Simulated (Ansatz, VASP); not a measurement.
# One calculation of B3N2, two programs

The input INCAR:

```
ALGO = Normal
EDIFF = 1E-6
ENCUT = 520
GGA = PE
ISIF = 2
ISMEAR = 0
LASPH = T
LCHARG = F
LREAL = F
LWAVE = F
NBANDS = 18
NELM = 60
PREC = Accurate
SIGMA = 0.1
```

KPOINTS

```
k-points
0
Gamma
  12 12 12
```

POSCAR

```
B3N2
1.0
    1.2841314898      0.7413936613      5.9526008380
   -1.2841314898      0.7413936613      5.9526008380
    0.0000000000     -1.4827873226      5.9526008380
B N
3 2
Direct
    0.0000000000      0.0000000000      0.0000000000
    0.2095000000      0.2095000000      0.2095000000
    0.7905000000      0.7905000000      0.7905000000
    0.4000000000      0.4000000000      0.4000000000
    0.6000000000      0.6000000000      0.6000000000
```

Input for Ansatz:

```yaml
crystal:
  lattice:
    - [1.2841314898, 0.7413936613, 5.952600838]
    - [-1.2841314898, 0.7413936613, 5.952600838]
    - [0.0, -1.4827873226, 5.952600838]
  atoms:
    - { symbol: B, position: [0.0, 0.0, 0.0] }
    - { symbol: B, position: [0.2095, 0.2095, 0.2095] }
    - { symbol: B, position: [0.7905, 0.7905, 0.7905] }
    - { symbol: "N", position: [0.4, 0.4, 0.4] }
    - { symbol: "N", position: [0.6, 0.6, 0.6] }
basis:
  ecutwfc: 420
kpoints:
  mp_grid: { grid: [12, 12, 12] }
hamiltonian:
  xc: pbe
scf:
  occupations: { method: gaussian, width: 0.1 }
  lower_state_search: "off"
output:
  forces: true
  stress: true
  eigenvalues: true
```

Alike in both runs: task single point; functional PBE; k mesh 12 × 12 × 12; occupations gaussian, width 0.1 eV; no spin polarisation.

|  | VASP | Ansatz |
| --- | --- | --- |
| version | VASP 6.6.1 | Ansatz 0.2.0 |
| potentials or method | VASP PAW PBE potentials, release 64 (B, N), cutoff 520 eV | scalar-relativistic, plane waves, PAW |
| valence electrons in the cell | 19 | 19 |

Ansatz gave:

| Quantity | Value |
| --- | --- |
| gap on the k mesh at the Fermi level (eV) | none |
| rms of the force components (eV/Å) | 0.505 |

Question: What did VASP give for the same quantities?

Answer: gap on the k mesh at the Fermi level (eV): none; rms of the force components (eV/Å): 0.506.

Atom by atom the forces differ by 0.002 eV/Å (rms over components). A gap of «none» marks a metal or a gap that the smearing closes.
